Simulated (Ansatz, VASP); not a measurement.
Co: VASP beside Ansatz

```
CELL_PARAMETERS angstrom
2.51900 0.00000 0.00000
-1.25950 2.18152 0.00000
0.00000 0.00000 4.09100
ATOMIC_POSITIONS crystal
Co 0.33333 0.66667 0.25000
Co 0.66667 0.33333 0.75000
```

Alike in both runs: task single point; functional PBE; k mesh 19 × 19 × 10; occupations fermi-dirac, width 0.05 eV; no spin polarisation.

|  | VASP | Ansatz |
| --- | --- | --- |
| version | VASP 6.6.1 | Ansatz 0.2.0 |
| potentials or method | VASP PAW PBE potentials, release 64 (Co), cutoff 520 eV | all-electron LAPW, scalar-relativistic |

Ansatz gave:

```
pressure (GPa)                                                : -17.6
traceless stress, the component that is largest in VASP (GPa) : -1.28
```

Q: Which values does VASP return?

A: Pressure (GPa): -17.7; traceless stress, the component that is largest in VASP (GPa): -1.28.

Ansatz ran all-electron here, and VASP with PAW potentials.
